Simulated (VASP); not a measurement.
Write the native input for VASP 6.6.1 that does the following.

```yaml
Task: single point
Functional: PBEsol
Potentials_or_basis: VASP PAW PBE potentials, release 64 (Ga_d, Sb)
Cutoff: 520 eV
k_mesh: 14 × 14 × 14
Occupations: gaussian, width 0.2 eV
Spin: no spin polarisation
Dipole_correction: no
Further_INCAR_settings: ALGO = Fast; EDIFF = 1e-06; NBANDS = 30
```

The structure of Ga3Sb lies in POSCAR:

```
Ga3Sb
1.0
   -2.1587990000      2.1587990000      4.7604840000
    2.1587990000     -2.1587990000      4.7604840000
    2.1587990000      2.1587990000     -4.7604840000
Ga Sb
3 1
Direct
    0.7500000000      0.2500000000      0.5000000000
    0.2500000000      0.7500000000      0.5000000000
    0.5000000000      0.5000000000      0.0000000000
    0.0000000000      0.0000000000      0.0000000000
```

These files were run (other wordings do the same):

INCAR

```
  PREC = Accurate
  ENCUT = 520
  EDIFF = 1E-6
  ISMEAR = 0
  SIGMA = 0.2
  LREAL = False
  LASPH = True
  NELM = 60
  ALGO = Fast
  ISIF = 2
  LWAVE = False
  LCHARG = True
  GGA = PS
  LELF = True
  LVHAR = True
  NBANDS = 30
```

KPOINTS

```
regular mesh
0
Gamma
  14 14 14
```

Potentials or basis: VASP PAW PBE potentials, release 64 (Ga_d, Sb).

Launch:

```console
$ cat potpaw_PBE.64/Ga_d/POTCAR potpaw_PBE.64/Sb/POTCAR > POTCAR
$ mpirun -np 1 vasp_std > vasp.out
```

Results of the run:

```json
{"Pressure": "-3.4 GPa", "Band gap on the k mesh": "zero (bands 22 and 23 overlap by 4.28 eV)"}
```

Caveat: the cell stands under tension; the PAW data sets were made with another functional, which shifts forces and pressure a little; spin-orbit coupling is left out, which moves the levels of the heavy elements.

Run time: 13 min on 1 thread of Intel(R) Xeon(R) Platinum 8488C (Sapphire Rapids) (shared host), peak memory 0.66 GiB.
